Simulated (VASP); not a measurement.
# Si9Cl2O16 in VASP: further runs, part 2 of 2

VASP 6.6.1. The steps go on from the part before.

### 4 Single point, PBEsol

Input file INCAR:

```
PREC = Accurate ; ENCUT = 520
EDIFF = 1E-6 ; ISMEAR = -1
SIGMA = 0.05 ; LREAL = Auto
LASPH = T ; NELM = 60
ALGO = Normal ; ISIF = 2
LWAVE = F ; LCHARG = T
GGA = PS ; LELF = T
LVHAR = T ; NBANDS = 92
```

Input file KPOINTS:

```
Automatic mesh
0
Gamma
  2 2 1
```

Input file POSCAR:

```
Si9Cl2O16
1.0
    5.8463590000      0.0000000000      0.0000000000
    0.0000000000      5.3080000000      0.0000000000
    0.0000000000      0.0000000000     15.7098270000
Si O Cl
9 16 2
Direct
    0.0000000000      0.0000000000      0.0636544247
    0.4999999145      0.2500000000      0.0636544247
    0.5055165104      0.0015795026      0.2661194805
   -0.0002866742      0.2568628485      0.2559629715
    0.0000000000      0.5000000000      0.0636544247
    0.4999999145      0.7500000000      0.0636544247
    0.5036149850      0.5003016202      0.2854716350
   -0.0009099681      0.7414263376      0.2562835351
    0.7978582909      1.0134097589      0.4199248025
    0.0050498096     -0.0007946496      0.1784915264
    0.1943999676      0.2500000000      0.0636544247
    0.4970938322     -0.0002402035      0.1317537106
    0.8056000324      0.2500000000      0.0636544247
    0.5479133252      0.0116774680      0.3739217497
    0.6932567774      0.2544591183      0.2471885273
   -0.0196149432     -0.0058097212      0.3311423480
    0.3077111755      0.2470065938      0.2583701908
    0.0081062419      0.5002784476      0.1731287684
    0.1943999676      0.7500000000      0.0636544247
    0.4973184165      0.5001503391      0.1251246115
    0.8056000324      0.7500000000      0.0636544247
    0.5250726136      0.4903700075      0.3864349366
    0.6917264232      0.7457467973      0.2488592013
   -0.0034368399      0.4991115298      0.3223230275
    0.3084338475      0.7539308591      0.2599800749
    0.9788177565      0.2673440090      0.4874338209
    0.7656343033      0.7584922758      0.5144642904
```

Launch:

```console
$ cat potpaw_PBE.64/Si/POTCAR potpaw_PBE.64/O/POTCAR potpaw_PBE.64/Cl/POTCAR > POTCAR
$ mpirun -np 1 vasp_std > vasp.out
```

It took 5.9 min on 1 thread of Intel Xeon Platinum 8488C (Sapphire Rapids), shared host; peak memory 0.54 GiB.

The run converged. Its results:

- Free energy: -194.8779 eV
- Largest force: 5.802 eV/Å
- Band gap on the k mesh: zero (bands 73 and 74 overlap by 0.25 eV)

Forces on the atoms (eV/Å):
```
Si   0.162 -0.010  5.800
Si  -0.083 -1.627 -0.161
Si  -0.036 -0.027 -0.094
Si   0.025 -0.078 -0.038
Si   0.166  0.009  5.505
Si  -0.089  1.630 -0.192
Si  -0.041  0.027 -0.259
Si   0.028  0.065 -0.060
Si   0.146  0.004  0.164
O    0.003  0.012  0.025
O   -1.695 -0.223 -2.946
O   -0.007  0.003  0.091
O    1.619 -0.149 -2.658
O   -0.092  0.010 -0.011
O    0.011  0.009  0.004
O   -0.017  0.025 -0.003
O   -0.013  0.012 -0.013
O    0.000 -0.001  0.052
O   -1.685  0.221 -2.976
O   -0.002 -0.008  0.091
O    1.604  0.146 -2.677
O    0.036 -0.021  0.267
O    0.011  0.001 -0.002
O   -0.012 -0.017  0.154
O   -0.011 -0.009 -0.017
Cl  -0.022 -0.023 -0.018
Cl  -0.008  0.019 -0.030
```

Levels at points of the mesh, in eV from the Fermi level:
```
           k point  band 70  band 71  band 72  band 73  band 74  band 75
(0.00, 0.00, 0.00)    -0.94    -0.48    -0.18     0.03     0.06     0.58
(0.50, 0.00, 0.00)    -0.61    -0.47    -0.29     0.02     0.36     0.82
(0.00, 0.50, 0.00)    -0.80    -0.60    -0.42    -0.30    -0.22     0.70
(0.50, 0.50, 0.00)    -0.80    -0.49    -0.19    -0.12     0.08     0.55
```

Caveat: the k points lie up to 0.59 Å⁻¹ apart; the PAW data sets were made with another functional, which shifts forces and pressure a little.

### 5 Single point, PBEsol

Input file INCAR:

```
PREC = Accurate
ENCUT = 520
EDIFF = 1E-6
ISMEAR = -1
SIGMA = 0.05
LREAL = Auto
LASPH = T
NELM = 60
ALGO = Normal
ISIF = 2
LWAVE = F
LCHARG = T
GGA = PS
LELF = T
LVHAR = T
NBANDS = 92
```

Input file KPOINTS:

```
regular mesh
0
Gamma
  2 2 1
```

Input file POSCAR:

```
Si9Cl2O16
1.0
    5.8463590000      0.0000000000      0.0000000000
    0.0000000000      5.3080000000      0.0000000000
    0.0000000000      0.0000000000     15.7098270000
Si O Cl
9 16 2
Direct
    0.0000000000      0.0000000000      0.0636544000
    0.5000000000      0.2500000000      0.0636544000
    0.5055245503      0.0016614674      0.2661168207
   -0.0002580679      0.2568332008      0.2560036274
    0.0000000000      0.5000000000      0.0636544000
    0.5000000000      0.7500000000      0.0636544000
    0.5036969412      0.5004855085      0.2853951276
   -0.0008358196      0.7413662808      0.2562578503
    0.7979653804      1.0134115474      0.4199092773
    0.0050588511     -0.0006997154      0.1784644959
    0.1944000000      0.2500000000      0.0636544000
    0.4970968127     -0.0002466365      0.1316859029
    0.8056000000      0.2500000000      0.0636544000
    0.5478722592      0.0118730356      0.3738995423
    0.6932224979      0.2544982064      0.2471098483
   -0.0196665674     -0.0055786225      0.3311293420
    0.3077390493      0.2470517518      0.2582355012
    0.0080982069      0.5003338974      0.1731250670
    0.1944000000      0.7500000000      0.0636544000
    0.4973289389      0.5001334432      0.1250773387
    0.8056000000      0.7500000000      0.0636544000
    0.5252366951      0.4901400916      0.3863808833
    0.6917356029      0.7459556240      0.2487882535
   -0.0034012144      0.4990915472      0.3223331101
    0.3085107496      0.7540684810      0.2598766206
    0.9787757085      1.2672115304      0.4875132623
    0.7643211277      0.7585609858      0.5144232497
```

Potentials or basis: VASP PAW PBE potentials, release 64 (Si, O, Cl).

Launch:

```console
$ cat potpaw_PBE.64/Si/POTCAR potpaw_PBE.64/O/POTCAR potpaw_PBE.64/Cl/POTCAR > POTCAR
$ mpirun -np 1 vasp_std > vasp.out
```

OUTCAR:

```text
PREC = Accurate
   ENCUT = 520
   EDIFF = 1E-6
   ISMEAR = -1
   LREAL = Auto
   LASPH = T
   NELM = 60
   ISIF = 2
   GGA = PS

 ion  position               nearest neighbor table
   1  0.000  0.000  0.064-  11 1.75  13 1.75  19 1.75  21 1.75  10 1.80   5 2.65   5 2.65
   2  0.500  0.250  0.064-  20 1.64  12 1.70  13 1.79  11 1.79   6 2.65   6 2.65
   3  0.506  0.002  0.266-  14 1.71  17 1.75  25 1.75  15 1.76  23 1.76  12 2.11   7 2.67   7 2.68
                             9 2.96
   4  1.000  0.257  0.256-  24 1.66  15 1.80  17 1.80  16 1.83  10 1.83  18 1.84   8 2.57   8 2.74
                             9 3.11
   5  0.000  0.500  0.064-  18 1.72  13 1.75  11 1.75  19 1.75  21 1.75   1 2.65   1 2.65
[... 607 lines left out ...]
  external PRESSURE =      28.1698202 kB  Pullay stress =       0.0000000 kB

 VOLUME and BASIS-vectors are now :
 -----------------------------------------------------------------------------
  energy-cutoff  :      520.00
  volume of cell :      487.51
      direct lattice vectors                 reciprocal lattice vectors
     5.846359000  0.000000000  0.000000000     0.171046629  0.000000000  0.000000000
     0.000000000  5.308000000  0.000000000     0.000000000  0.188394876  0.000000000
     0.000000000  0.000000000 15.709827000     0.000000000  0.000000000  0.063654425

 POSITION                                       TOTAL-FORCE (eV/Angst)
 -----------------------------------------------------------------------------------
      0.00000      0.00000      1.00000         0.161555     -0.008346      5.799665
      2.92318      1.32700      1.00000        -0.082409     -1.628782     -0.174805
      2.95548      0.00882      4.18065        -0.033857     -0.007171     -0.095887
      5.84485      1.36327      4.02177         0.022847     -0.075034     -0.067603
      0.00000      2.65400      1.00000         0.165386      0.008821      5.502553
      2.92318      3.98100      1.00000        -0.088205      1.628833     -0.206061
[... 19 lines left out ...]
      5.72227      1.41836      7.65875        -0.020055     -0.022681     -0.018610
      4.46850      4.02644      8.08150         0.006125      0.018706     -0.027462
 -----------------------------------------------------------------------------------
    total drift:                                0.005826     -0.005396      0.005018

  FREE ENERGIE OF THE ION-ELECTRON SYSTEM (eV)
  ---------------------------------------------------
  free  energy   TOTEN  =      -194.8779820530 eV

  energy  without entropy=     -194.8039982945  energy(sigma->0) =     -194.84099017
```

stdout:

```text
POSCAR found type information on POSCAR SiO Cl
 POSCAR found :  3 types and      27 ions
 scaLAPACK will be used
 -----------------------------------------------------------------------------
|                                                                             |
|                                                                             |
|     You enforced a specific xc type in the INCAR file but a different       |
|     I HOPE YOU KNOW WHAT YOU ARE DOING!                                     |
|                                                                             |
 -----------------------------------------------------------------------------

 LDA part: xc-table for (Slater+PW92), standard interpolation
 POSCAR, INCAR and KPOINTS ok, starting setup
 FFT: planning ... GRIDC
 FFT: planning ... GRID_SOFT
 FFT: planning ... GRID
 WAVECAR not read
 entering main loop
```

Run time: 4.2 min. Hardware: 1 thread of Intel Xeon 6975P-C (Granite Rapids), shared host; peak memory 0.54 GiB.

Results:

```yaml
Free_energy: -194.8780 eV
Largest_force: 5.802 eV/Å
Band_gap_on_the_k_mesh: zero (bands 73 and 74 overlap by 0.25 eV)
```

Forces in eV/Å, atoms in the order of the input:
```
Si   0.162 -0.008  5.800
Si  -0.082 -1.629 -0.175
Si  -0.034 -0.007 -0.096
Si   0.023 -0.075 -0.068
Si   0.165  0.009  5.503
Si  -0.088  1.629 -0.206
Si  -0.041  0.006 -0.242
Si   0.022  0.079 -0.070
Si   0.110  0.008  0.174
O    0.003  0.000  0.037
O   -1.694 -0.220 -2.948
O   -0.007  0.004  0.101
O    1.618 -0.147 -2.660
O   -0.078  0.005 -0.016
O    0.022  0.016  0.009
O   -0.005 -0.002 -0.007
O   -0.018  0.018  0.002
O    0.001 -0.001  0.059
O   -1.684  0.220 -2.977
O   -0.002 -0.002  0.106
O    1.603  0.146 -2.679
O    0.030 -0.013  0.241
O    0.023 -0.012  0.007
O   -0.011  0.001  0.153
O   -0.024 -0.019 -0.003
Cl  -0.020 -0.023 -0.019
Cl   0.006  0.019 -0.027
```

Caveat: the k points lie up to 0.59 Å⁻¹ apart; the PAW data sets were made with another functional, which shifts forces and pressure a little.

### 6 Summary

```csv
cell,gap on the mesh (eV),largest force (eV/Å)
"as given, atomic positions A",0.03,5.04
"as given, atomic positions B",none,5.53
"as given, atomic positions C",none,5.80
```

Alike in all rows: task single point; level PBEsol; potentials or basis VASP PAW PBE potentials, release 64 (Si, O, Cl); no spin polarisation; k mesh 2 × 2 × 1; cutoff (eV) 520; smearing fermi-dirac 0.05 eV.

Caveats: all runs use coarse meshes; the PAW data sets were made with another functional, which shifts forces and pressure a little.

Total energies depend on the potentials used, so only differences within one code and one set of settings carry meaning.
